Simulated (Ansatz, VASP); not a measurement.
# ZnSn2N2 in VASP and in Ansatz

The input INCAR:

```
PREC = Accurate
ENCUT = 520
EDIFF = 1E-7
ISMEAR = 0
SIGMA = 0.2
LREAL = False
LASPH = True
NELM = 60
ALGO = Normal
ISIF = 2
LWAVE = False
LCHARG = False
GGA = PE
NBANDS = 61
```

File KPOINTS:

```
Automatic mesh
0
Gamma
  4 4 4
```

The input POSCAR:

```
ZnSn2N2
1.0
    0.0000000000      0.0000000000      5.8995269565
    6.2201455920      0.0000000000      0.0000000000
   -3.1100727960      4.7780262617     -2.9497634782
Zn Sn N
2 4 4
Direct
    0.2500000000      1.0000000000      1.0000000000
    0.7500000000      0.0000000000      0.0000000000
    0.6601970466      0.7129263489      0.3203940931
    0.1601970466      0.6074677442      0.3203940931
    0.8398029534      0.3925322558      0.6796059069
    0.3398029534      0.2870736511      0.6796059069
    0.3630687189      0.9713631593      0.7261374377
    0.8630687189      0.7547742784      0.7261374377
    0.1369312811      0.2452257216      0.2738625623
    0.6369312811      0.0286368407      0.2738625623
```

Input for Ansatz:

```yaml
crystal:
  lattice:
    - [0.0, 0.0, 5.8995269565]
    - [6.220145592, 0.0, 0.0]
    - [-3.110072796, 4.7780262617, -2.9497634782]
  atoms:
    - { symbol: Zn, position: [0.25, 1.0, 1.0] }
    - { symbol: Zn, position: [0.75, 0.0, 0.0] }
    - { symbol: Sn, position: [0.6601970466, 0.7129263489, 0.3203940931] }
    - { symbol: Sn, position: [0.1601970466, 0.6074677442, 0.3203940931] }
    - { symbol: Sn, position: [0.8398029534, 0.3925322558, 0.6796059069] }
    - { symbol: Sn, position: [0.3398029534, 0.2870736511, 0.6796059069] }
    - { symbol: "N", position: [0.3630687189, 0.9713631593, 0.7261374377] }
    - { symbol: "N", position: [0.8630687189, 0.7547742784, 0.7261374377] }
    - { symbol: "N", position: [0.1369312811, 0.2452257216, 0.2738625623] }
    - { symbol: "N", position: [0.6369312811, 0.0286368407, 0.2738625623] }
basis:
  ecutwfc: 420
kpoints:
  mp_grid: { grid: [4, 4, 4] }
hamiltonian:
  xc: pbe
scf:
  occupations: { method: gaussian, width: 0.2 }
  lower_state_search: "off"
output:
  forces: true
  stress: true
  eigenvalues: true
```

Alike in both runs: task single point; functional PBE; k mesh 4 × 4 × 4; occupations gaussian, width 0.2 eV; no spin polarisation.

```csv
,VASP,Ansatz
version,VASP 6.6.1,Ansatz 0.2.0
potentials or method,"VASP PAW PBE potentials, release 64 (Zn, Sn_d, N), cutoff 520 eV","scalar-relativistic, plane waves, PAW"
valence electrons in the cell,100,100
```

Ansatz gave:

| Quantity | Value |
| --- | --- |
| gap on the k mesh at the Fermi level (eV) | none |
| pressure (GPa) | 0.0 |
| traceless stress, the component that is largest in VASP (GPa) | 0.05 |
| rms of the force components (eV/Å) | 0.016 |

Problem. Which values does VASP return?

Solution. gap on the k mesh at the Fermi level (eV): none; pressure (GPa): 0.2; traceless stress, the component that is largest in VASP (GPa): 0.10; rms of the force components (eV/Å): 0.024.

Atom by atom the forces differ by 0.013 eV/Å (rms over components). A gap of «none» marks a metal or a gap that the smearing closes.
